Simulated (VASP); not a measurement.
# SrTiO3: single point with PBE

The system is SrTiO3.

```xyz
5
Lattice="3.9364 0.0000 0.0000 0.0000 3.9364 0.0000 0.0000 0.0000 3.9364" Properties=species:S:1:pos:R:3 pbc="T T T"
Sr   -0.0445    0.0000    0.0000
Ti    2.0385    1.9682    1.9682
O     0.0008    1.9682    1.9682
O     1.9845    0.0000    1.9682
O     1.9845    1.9682    0.0000
```

This cell differs from its parent crystal: atoms displaced along several vibrational modes.

```json
{
  "Program": "VASP 6.6.1",
  "Task": "single point",
  "Functional": "PBE",
  "Potentials or basis": "VASP PAW PBE potentials, release 64 (Sr_sv, Ti_sv, O)",
  "Cutoff": "520 eV",
  "k mesh": "8 × 8 × 8",
  "Occupations": "gaussian, width 0.05 eV",
  "Spin": "no spin polarisation"
}
```

* Pressure: 1.2 GPa
* Largest force: 0.342 eV/Å
* Band gap on the k mesh: 1.82 eV (least direct gap 2.24 eV)

Forces in eV/Å, atoms in the order of the input:
```
Sr   0.342  0.000  0.000
Ti  -0.260  0.000  0.000
O    0.035  0.000  0.000
O   -0.058  0.000  0.000
O   -0.058  0.000  0.000
```

Stress tensor (GPa, compression positive):
```
1.59 0.00 0.00
0.00 0.97 0.00
0.00 0.00 0.97
```

Levels at points of the mesh, in eV from the valence-band top:
| k point | band 16 | band 17 | band 18 | band 19 | band 20 | band 21 | band 22 | band 23 | band 24 | band 25 |
| --- | --- | --- | --- | --- | --- | --- | --- | --- | --- | --- |
| (0.00, 0.00, 0.00) | -1.18 | -1.14 | -0.42 | -0.42 | -0.42 | 1.82 | 1.90 | 1.90 | 4.16 | 4.21 |
| (0.50, 0.00, 0.00) | -2.33 | -2.33 | -1.92 | -0.73 | -0.73 | 1.98 | 3.70 | 3.70 | 4.17 | 6.32 |
| (0.00, 0.50, 0.00) | -2.32 | -2.29 | -1.86 | -0.81 | -0.77 | 2.06 | 3.67 | 3.68 | 4.21 | 6.27 |
| (0.50, 0.50, 0.00) | -2.76 | -1.74 | -1.54 | -1.54 | -0.11 | 3.67 | 3.71 | 4.13 | 5.11 | 7.77 |
| (0.00, 0.50, 0.50) | -2.76 | -1.75 | -1.59 | -1.59 | -0.09 | 3.69 | 3.69 | 4.11 | 5.10 | 7.74 |
| (0.50, 0.50, 0.50) | -3.68 | -3.66 | -0.02 | -0.02 | 0.00 | 4.32 | 4.33 | 4.33 | 6.80 | 6.86 |

Run time: 4 min on 1 thread of Intel Xeon 8259CL (shared host), peak memory 0.26 GiB.

Caveat: the cell differs from its parent crystal (atoms displaced along several vibrational modes). A k mesh can miss the band edges.
